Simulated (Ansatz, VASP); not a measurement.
**HfO2: VASP beside Ansatz**

Contents of POSCAR:

```
HfO2
1.0
    0.0000000000      2.5291823192      2.5291823192
    2.5291823192      0.0000000000      2.5291823192
    2.5291823192      2.5291823192      0.0000000000
Hf O
1 2
Direct
    0.0000000000      0.0000000000      0.0000000000
    0.2500000000      0.2500000000      0.2500000000
    0.7500000000      0.7500000000      0.7500000000
```

Contents of INCAR.step1:

```
PREC = Accurate
ENCUT = 520
ISMEAR = 0
SIGMA = 0.01
LREAL = F
LASPH = T
NELM = 100
NBANDS = 18
GGA = PE
ALGO = Normal
EDIFF = 1E-4
LWAVE = T
LCHARG = F
```

INCAR.step2

```
PREC = Accurate
ENCUT = 520
EDIFF = 1E-7
ISMEAR = 0
SIGMA = 0.01
LREAL = F
LASPH = T
NELM = 100
ALGO = Normal
ISIF = 2
LWAVE = F
LCHARG = F
METAGGA = R2SCAN
LMIXTAU = T
NBANDS = 18
ISTART = 1
```

File KPOINTS:

```
regular mesh
0
Gamma
  8 8 8
```

Input for Ansatz:

```yaml
crystal:
  lattice:
    - [0.0, 2.5291823192, 2.5291823192]
    - [2.5291823192, 0.0, 2.5291823192]
    - [2.5291823192, 2.5291823192, 0.0]
  atoms:
    - { symbol: Hf, position: [0.0, 0.0, 0.0] }
    - { symbol: O, position: [0.25, 0.25, 0.25] }
    - { symbol: O, position: [0.75, 0.75, 0.75] }
kpoints:
  mp_grid: { grid: [8, 8, 8] }
  band_path:
    path:
      - [0.0, 0.0, 0.0]
      - [0.5, 0.0, 0.5]
      - [0.625, 0.25, 0.625]
      - [0.375, 0.375, 0.75]
      - [0.5, 0.5, 0.5]
      - [0.5, 0.25, 0.75]
      - [0.0, 0.5, 0.5]
    npoints: 1
hamiltonian:
  xc: r2scan
scf:
  occupations: { method: fixed }
  n_extra_bands: 4
output:
  forces: true
  stress: true
  eigenvalues: true
  write_density: true
  write_potential: true
  elf: true
  volumetric_format: npy
```

Alike in both runs: task single point; functional r2SCAN; k mesh 8 × 8 × 8; no spin polarisation.

|  | VASP | Ansatz |
| --- | --- | --- |
| version | VASP 6.6.1 | Ansatz 0.2.0 |
| potentials or method | VASP PAW PBE potentials, release 64 (Hf_pv, O) | plane waves, PAW |
| plane-wave cutoff (eV) | 520 | 500 |
| occupations | gaussian, width 0.01 eV | fixed |
| valence electrons in the cell | 22 | 38 |

VASP gave:

* gap on the k mesh at the Fermi level (eV): 4.31
* pressure (GPa): -4.0

Q: What did Ansatz give for the same quantities?

A: gap on the k mesh at the Fermi level (eV): 4.30; pressure (GPa): 0.0.

VASP's potentials were made for PBE, not for r2SCAN. One of these differences is far larger than is usual between the two programs; its cause wasn't traced. VASP's potentials hold 22 valence electrons a cell and Ansatz's 38, so a difference there can come from the potentials and not from the codes.

Neither program's run includes spin-orbit coupling.
